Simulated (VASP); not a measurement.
Wanted: the native input for a VASP 6.6.1 run.

| Quantity | Value |
| --- | --- |
| Task | single point |
| Functional | PBE |
| Potentials or basis | VASP PAW PBE potentials, release 64 (Cs_sv, Pb_d, I, Cl) |
| Cutoff | 520 eV |
| k mesh | 6 × 6 × 6 |
| Occupations | fermi-dirac, width 0.02 eV |
| Spin | no spin polarisation |
| Dipole correction | no |
| Further INCAR settings | ALGO = Normal; EDIFF = 1e-07; NBANDS = 39 |

The structure of Cs2PbI2Cl2 lies in POSCAR:

```
Cs2PbI2Cl2
1.0
   -2.8477935741      2.8477935741      9.6075228601
    2.8477935741     -2.8477935741      9.6075228601
    2.8477935741      2.8477935741     -9.6075228601
Cs Pb I Cl
2 1 2 2
Direct
    0.3700726766      0.3700726766      0.0000000000
    0.6299273234      0.6299273234      0.0000000000
    0.0000000000      0.0000000000      0.0000000000
    0.1674978303      0.1674978303      0.0000000000
    0.8325021697      0.8325021697      0.0000000000
    0.5000000000      0.0000000000      0.5000000000
    0.0000000000      0.5000000000      0.5000000000
```

These files were run (other wordings do the same):

INCAR

```
SYSTEM = Cs2PbI2Cl2
PREC     = Accurate       ! precision mode
ENCUT    = 520            ! plane-wave cutoff, eV
EDIFF    = 1E-7           ! SCF threshold, eV
ISMEAR   = -1             ! smearing method
SIGMA    = 0.02           ! smearing width, eV
LREAL    = .FALSE.        ! projectors in reciprocal space
LASPH    = .TRUE.         ! aspherical terms in the spheres
NELM     = 60             ! most SCF steps
ALGO     = Normal         ! electronic algorithm
ISIF     = 2              ! what is computed and relaxed
LWAVE    = .FALSE.        ! write WAVECAR
LCHARG   = .FALSE.        ! write CHGCAR
GGA      = PE             ! functional
NBANDS   = 39             ! bands
```

KPOINTS

```
regular mesh
0
G
  6 6 6
  0 0 0
```

Potentials or basis: VASP PAW PBE potentials, release 64 (Cs_sv, Pb_d, I, Cl).

Run with:

```bash
$ cat potpaw_PBE.64/Cs_sv/POTCAR potpaw_PBE.64/Pb_d/POTCAR potpaw_PBE.64/I/POTCAR potpaw_PBE.64/Cl/POTCAR > POTCAR
$ mpirun -np 1 vasp_std > vasp.out
```

It gave:

```yaml
Pressure: 0.5 GPa
Largest_force: 0.044 eV/Å
Band_gap_on_the_k_mesh: 2.46 eV
```

Caveat: spin-orbit coupling is left out, which moves the levels of the heavy elements.

It took 27 min on 1 thread of Intel(R) Xeon(R) Platinum 8488C (Sapphire Rapids) (shared host), peak memory 1.2 GiB.
